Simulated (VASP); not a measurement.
# Rb (P6_3/mmc) in VASP: a series of runs

Runs on Rb. Level: revPBE. Tasks: single point.

Program: VASP 6.6.1. These are calculated values, not measurements. Logs are shortened: lines on timing, memory, paths and dates and some standing lists are left out, and cuts for length are marked.

## 1. The cell of the first run

The structure is hexagonal, space group P6_3/mmc (No. 194). Conventional cell: a = 5.251 Å, b = 5.251 Å, c = 17.333 Å, α = 90.00°, β = 90.00°, γ = 120.00°.

This isn't the form of Rb at room conditions, which is bcc.

## 2. Single point, revPBE (103.46 Å³/atom)

Input file INCAR:

```
ALGO     = Normal         # electronic algorithm
EDIFF    = 1E-7           # SCF threshold, eV
ENCUT    = 520            # plane-wave cutoff, eV
GGA      = RE             # functional
ISIF     = 2              # what is computed and relaxed
ISMEAR   = -1             # smearing method
LASPH    = True           # aspherical terms in the spheres
LCHARG   = True           # write CHGCAR
LELF     = True           # ELF
LREAL    = False          # projectors in reciprocal space
LVHAR    = True         
LWAVE    = False          # write WAVECAR
NBANDS   = 26             # bands
NELM     = 80             # most SCF steps
PREC     = Accurate       # precision mode
SIGMA    = 0.1            # smearing width, eV
```

Input file KPOINTS:

```
k-points
0
Gamma
  8 8 2
```

Input file POSCAR:

```
Rb
1.0
    5.2508219651      0.0000000000      0.0000000000
   -2.6254109825      4.5473452125      0.0000000000
    0.0000000000      0.0000000000     17.3327210266
Rb
4
Direct
    0.0000000000      1.0000000000      0.0000000000
    0.0000000000      1.0000000000      0.5000000000
    0.3333333333      0.6666666667      0.2500000000
    0.6666666667      0.3333333333      0.7500000000
```

Potentials or basis: VASP PAW PBE potentials, release 64 (Rb_sv).

The run is started by

```
> cat potpaw_PBE.64/Rb_sv/POTCAR > POTCAR
> mpirun -np 1 vasp_std > vasp.out
```

OUTCAR:

```text
EDIFF = 1E-7
   ENCUT = 520
   GGA = RE
   ISIF = 2
   ISMEAR = -1
   LASPH = True
   LREAL = False
   NELM = 80
   PREC = Accurate

 ion  position               nearest neighbor table
   1  0.000  0.000  0.000-   3 5.29   4 5.29   3 5.29   4 5.29   4 5.29   3 5.29
   2  0.000  0.000  0.500-   3 5.29   4 5.29   3 5.29   4 5.29   4 5.29   3 5.29
   3  0.333  0.667  0.250-   1 5.29   2 5.29   1 5.29   2 5.29   1 5.29   2 5.29
   4  0.667  0.333  0.750-   1 5.29   2 5.29   1 5.29   2 5.29   1 5.29   2 5.29

  LATTYP: Found a hexagonal cell.
 ALAT       =     5.2508219651
 C/A-ratio  =     3.3009538586

  Lattice vectors:

 A1 = (   5.2508219651,   0.0000000000,   0.0000000000)
 A2 = (  -2.6254109825,   4.5473452125,   0.0000000000)
 A3 = (   0.0000000000,   0.0000000000,  17.3327210266)

Analysis of symmetry for initial positions (statically):
=====================================================================
 Subroutine PRICEL returns:
 Original cell was already a primitive cell.

 Routine SETGRP: Setting up the symmetry group for a
 hexagonal supercell.

 Subroutine GETGRP returns: Found 24 space group operations
 (whereof 12 operations were pure point group operations)
 out of a pool of 24 trial point group operations.

The static configuration has the point symmetry D_3d.
 The point group associated with its full space group is D_6h.

Analysis of symmetry for dynamics (positions and initial velocities):
=====================================================================
 Subroutine PRICEL returns:
 Original cell was already a primitive cell.

 Routine SETGRP: Setting up the symmetry group for a
 hexagonal supercell.

 Subroutine GETGRP returns: Found 24 space group operations
 (whereof 12 operations were pure point group operations)
 out of a pool of 24 trial point group operations.

The dynamic configuration has the point symmetry D_3d.
 The point group associated with its full space group is D_6h.

 Subroutine INISYM returns: Found 24 space group operations
 (whereof 12 operations are pure point group operations),
 and found     1 'primitive' translations

----------------------------------------------------------------------------------------

                                     Primitive cell

  volume of cell :     413.8586

  direct lattice vectors                    reciprocal lattice vectors
     5.250821965  0.000000000  0.000000000     0.190446373  0.109954265  0.000000000
    -2.625410983  4.547345212  0.000000000     0.000000000  0.219908530  0.000000000
     0.000000000  0.000000000 17.332721027     0.000000000  0.000000000  0.057694346

  length of vectors
     5.250821965  5.250821965 17.332721027     0.219908530  0.219908530  0.057694346

  position of ions in fractional coordinates (direct lattice)
     0.000000000  0.000000000  0.000000000
     0.000000000  0.000000000  0.500000000
     0.333333333  0.666666667  0.250000000
     0.666666667  0.333333333  0.750000000

  ion indices of the primitive-cell ions
   primitive index   ion index
                 1           1
                 2           2
                 3           3
                 4           4

----------------------------------------------------------------------------------------

 KPOINTS: k-points

Automatic generation of k-mesh.
 Grid dimensions read from file:
 generate k-points for:    8    8    2

 Generating k-lattice:

  Cartesian coordinates                     Fractional coordinates (reciprocal lattice)
     0.023805797  0.013744283  0.000000000     0.125000000  0.000000000  0.000000000
     0.000000000  0.027488566  0.000000000     0.000000000  0.125000000  0.000000000
     0.000000000  0.000000000  0.028847173     0.000000000  0.000000000  0.500000000

  Length of vectors
     0.027488566  0.027488566  0.028847173

  Shift w.r.t. Gamma in fractional coordinates (k-lattice)
     0.000000000  0.000000000  0.000000000

 Subroutine IBZKPT returns following result:
 ===========================================

 Found     20 irreducible k-points:

 Following reciprocal coordinates:
            Coordinates               Weight
  0.000000  0.000000  0.000000      1.000000
  0.125000  0.000000  0.000000      6.000000
  0.250000  0.000000  0.000000      6.000000
  0.375000  0.000000  0.000000      6.000000
  0.500000  0.000000  0.000000      3.000000
  0.125000  0.125000  0.000000      6.000000
[... 12 lines left out ...]
  0.250000  0.250000  0.500000      6.000000
  0.375000  0.250000  0.500000      6.000000
   k-points           NKPTS =     20   k-points in BZ     NKDIM =     20   number of bands    NBANDS=     26
   number of dos      NEDOS =    301   number of ions     NIONS =      4
   total plane-waves  NPLWV = 224000
   dimension x,y,z NGX =    40 NGY =   40 NGZ =  140
   dimension x,y,z NGXF=    80 NGYF=   80 NGZF=  280
   ions per type =               4
   NGX,Y,Z   is equivalent  to a cutoff of  12.66, 12.66, 13.43 a.u.
   NGXF,Y,Z  is equivalent  to a cutoff of  25.33, 25.33, 26.86 a.u.
 SYSTEM =  unknown system
   PREC   = accura    normal or accurate (medium, high low for compatibility)
   ISTART =      0    job   : 0-new  1-cont  2-samecut
   ICHARG =      2    charge: 1-file 2-atom 10-const
   ISPIN  =      1    spin polarized calculation?
   LNONCOLLINEAR =      F non collinear calculations
   LSORBIT =      F    spin-orbit coupling
   LASPH  =      T    aspherical Exc in radial PAW
   ENCUT  =  520.0 eV  38.22 Ry    6.18 a.u.   9.76  9.76 32.23*2*pi/ulx,y,z
   NELM   =     80;   NELMIN=  2; NELMDL= -5     # of ELM steps
   EDIFF  = 0.1E-06   stopping-criterion for ELM
   LREAL  =      F    real-space projection
   EDIFFG = 0.1E-05   stopping-criterion for IOM
   NSW    =      0    number of steps for IOM
   IBRION =     -1    ionic relax: 0-MD 1-quasi-New 2-CG
   NFREE  =      0    steps in history (QN), initial steepest desc. (CG)
   ISIF   =      2    stress and relaxation
   ISYM   =      2    0-nonsym 1-usesym 2-fastsym
   POTIM  = 0.5000    time-step for ionic-motion
   TEBEG  =    0.0;   TEEND  =   0.0 temperature during run
   PSTRESS=    0.0 pullay stress
   NELECT =      36.0000    total number of electrons
   NUPDOWN=      -1.0000    fix difference up-down
   EMIN   =  10.00;   EMAX   =-10.00  energy-range for DOS
   EFERMI =   0.00;   METHOD = LEGACY
   ISMEAR =    -1;   SIGMA  =   0.10  broadening in eV -4-tet -1-fermi 0-gaus
   EFERMI_NEDOS =   21; number of points for ismear=-14 and -15
   IALGO  =     38    algorithm
   IMIX   =      4    mixing-type and parameters
     AMIX     =   0.40;   BMIX     =  1.00
     AMIX_MAG =   1.60;   BMIX_MAG =  1.00
  volume/ion in A,a.u.               =     103.46       698.21
  Fermi-wavevector in a.u.,A,eV,Ry     =   0.725368  1.370747  7.158823  0.526159
  Thomas-Fermi vector in A             =   1.816072
   LORBIT       =      0    0 simple, 1 ext, 2 COOP (PROOUT), +10 PAW based schemes
   GGA     = RE    functional components
   LHFCALC =     F    Hartree Fock is set to
   AEXX    =    0.0000 exact exchange contribution
   IVDW    =     0    specifies the selected vdW correction
   LEPSILON=     F    determine dielectric tensor
   LRPA    =     F    only Hartree local field effects (RPA)
 non-spin polarized calculation
  energy-cutoff  :      520.00
  volume of cell :      413.86
 maximum number of plane-waves:     11201
 NGX is ok and might be reduce to    40
   NGX = 19   NGY = 19   NGZ = 65

 number of electron      36.0000000 magnetization

 Free energy of the ion-electron system (eV)
  ---------------------------------------------------
  ext. energy  EPLUGINS =         0.00000000
  ---------------------------------------------------
  free energy    TOTEN  =        -3.39805462 eV

  energy without entropy =       -3.27508154  energy(sigma->0) =       -3.33656808

 E-fermi :  -0.1655     XC(G=0):  -5.0570

 val. band max:       -0.1935021267   @ k =   0.3750   0.1250   0.5000
 cond. band min:      -0.0519973904   @ k =   0.5000   0.0000   0.0000
 fundamental gap:      0.1415047364
 Fermi energy:        -0.1655202047

 k-point     1 :       0.0000    0.0000    0.0000
  band No.  band energies     occupation
      1     -29.1704      2.00000
      2     -29.1698      2.00000
      3     -29.1691      2.00000
      4     -29.1685      2.00000
      5     -13.2859      2.00000
      6     -13.2587      2.00000
[... 18 lines left out ...]
     25       3.2052      0.00000
     26       3.2944      0.00000

 k-point     2 :       0.1250    0.0000    0.0000
  band No.  band energies     occupation
      1     -29.1702      2.00000
      2     -29.1696      2.00000
      3     -29.1689      2.00000
      4     -29.1684      2.00000
      5     -13.2831      2.00000
      6     -13.2596      2.00000
[... 18 lines left out ...]
     25       2.8713      0.00000
     26       2.8753      0.00000

 k-point     3 :       0.2500    0.0000    0.0000
  band No.  band energies     occupation
      1     -29.1695      2.00000
      2     -29.1691      2.00000
      3     -29.1685      2.00000
      4     -29.1680      2.00000
      5     -13.2761      2.00000
      6     -13.2669      2.00000
[... 18 lines left out ...]
     25       2.2317      0.00000
     26       2.2592      0.00000

 k-point     4 :       0.3750    0.0000    0.0000
  band No.  band energies     occupation
      1     -29.1688      2.00000
      2     -29.1686      2.00000
      3     -29.1680      2.00000
      4     -29.1678      2.00000
      5     -13.2811      2.00000
      6     -13.2804      2.00000
[... 18 lines left out ...]
     25       1.9920      0.00000
     26       2.0042      0.00000
[... 380 lines left out ...]
      1     -29.1685      2.00000
      2     -29.1685      2.00000
      3     -29.1677      2.00000
      4     -29.1677      2.00000
      5     -13.2815      2.00000
      6     -13.2815      2.00000
[... 18 lines left out ...]
     25       1.7467      0.00000
     26       1.7467      0.00000

 k-point    19 :       0.2500    0.2500    0.5000
  band No.  band energies     occupation
      1     -29.1685      2.00000
      2     -29.1685      2.00000
      3     -29.1677      2.00000
      4     -29.1677      2.00000
      5     -13.2756      2.00000
      6     -13.2756      2.00000
[... 18 lines left out ...]
     25       1.8497      0.00000
     26       1.8497      0.00000

 k-point    20 :       0.3750    0.2500    0.5000
  band No.  band energies     occupation
      1     -29.1683      2.00000
      2     -29.1683      2.00000
      3     -29.1676      2.00000
      4     -29.1676      2.00000
      5     -13.2774      2.00000
      6     -13.2774      2.00000
[... 18 lines left out ...]
     25       1.3833      0.00000
     26       1.3833      0.00000

------------------------ aborting loop because EDIFF is reached ----------------------------------------

  FORCE on cell =-STRESS in cart. coord.  units (eV):
  Direction    XX          YY          ZZ          XY          YZ          ZX
  --------------------------------------------------------------------------------------
  -------------------------------------------------------------------------------------
  Total       -0.1594776     -0.1594776     -0.2812817     -0.0000000      0.0000000     -0.0000000
  in kB       -0.6173883     -0.6173883     -1.0889305     -0.0000000      0.0000000     -0.0000000
  external PRESSURE =      -0.7745690 kB  Pullay stress =       0.0000000 kB

 VOLUME and BASIS-vectors are now :
 -----------------------------------------------------------------------------
  energy-cutoff  :      520.00
  volume of cell :      413.86
      direct lattice vectors                 reciprocal lattice vectors
     5.250821965  0.000000000  0.000000000     0.190446373  0.109954265  0.000000000
    -2.625410983  4.547345212  0.000000000     0.000000000  0.219908530  0.000000000
     0.000000000  0.000000000 17.332721027     0.000000000  0.000000000  0.057694346

 POSITION                                       TOTAL-FORCE (eV/Angst)
 -----------------------------------------------------------------------------------
      0.00000      0.00000      0.00000        -0.000000      0.000000      0.000000
      0.00000      0.00000      8.66636         0.000000      0.000000      0.000000
     -0.00000      3.03156      4.33318         0.000000     -0.000000      0.000000
      2.62541      1.51578     12.99954        -0.000000      0.000000     -0.000000
 -----------------------------------------------------------------------------------
    total drift:                                0.000000      0.000000      0.000000

  FREE ENERGIE OF THE ION-ELECTRON SYSTEM (eV)
  ---------------------------------------------------
  free  energy   TOTEN  =        -3.3980546174 eV

  energy  without entropy=       -3.2750815382  energy(sigma->0) =       -3.33656808
```

Wall time 7.4 min (1 thread of Intel Xeon 8259CL, shared host); peak memory 0.57 GiB.

What came out:

* Free energy: -3.3981 eV
* Pressure: -0.1 GPa
* Band gap on the k mesh: zero (bands 18 and 19 overlap by 1.77 eV)

Caveat: the PAW data sets were made with another functional, which shifts forces and pressure a little.

[end of part 1 of 2]

The gap in the log of VASP goes by the Fermi energy; the results here count the filled bands.